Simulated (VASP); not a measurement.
A run of VASP 6.6.1 is set up as follows.

File POSCAR:

```
GaN
1.0
    3.2039092750      0.0000000001      0.0000000000
   -1.6019546376      2.7746668235      0.0000000000
    0.0000000000      0.0000000000      5.2187816418
Ga N
2 2
Direct
    0.3333333333      0.6666666667     -0.0008277438
    0.6666666667      0.3333333333      0.4991722562
    0.3333333333      0.6666666667      0.3758277438
    0.6666666667      0.3333333333      0.8758277438
```

File INCAR.step1:

```
SYSTEM = GaN
PREC = Accurate
ENCUT = 600
ISMEAR = 0
SIGMA = 0.05
LREAL = .FALSE.
LASPH = .TRUE.
NELM = 80
GGA = PE
ALGO = Normal
EDIFF = 1E-4
LWAVE = .TRUE.
LCHARG = .FALSE.
```

INCAR.step2

```
SYSTEM = GaN
PREC = Accurate
ENCUT = 600
EDIFF = 1E-6
ISMEAR = 0
SIGMA = 0.05
LREAL = .FALSE.
LASPH = .TRUE.
NELM = 80
ALGO = Normal
ISIF = 4
LWAVE = .FALSE.
LCHARG = .FALSE.
METAGGA = R2SCAN
LMIXTAU = .TRUE.
IBRION = 2
NSW = 60
EDIFFG = -0.01
ISTART = 1
```

The input KPOINTS:

```
Automatic mesh
0
G
  8 8 6
  0 0 0
```

Potentials or basis: VASP PAW PBE potentials, release 64 (Ga_d, N).

Launch:

```bash
$ cat potpaw_PBE.64/Ga_d/POTCAR potpaw_PBE.64/N/POTCAR > POTCAR
$ cp INCAR.step1 INCAR
$ mpirun -np 1 vasp_std > vasp.out
$ cp INCAR.step2 INCAR
$ mpirun -np 1 vasp_std > vasp.out
```

Question: What does it give for the band gap on the k mesh?

Answer: 2.21 eV.

Stress tensor (GPa, compression positive):
```
-2.65  0.00  0.00
 0.00 -2.65  0.00
 0.00  0.00 -2.77
```

Caveat: the PAW data sets were made with another functional, which shifts forces and pressure a little. r2SCAN opens gaps a little over a GGA but as a rule still falls short of measured ones.
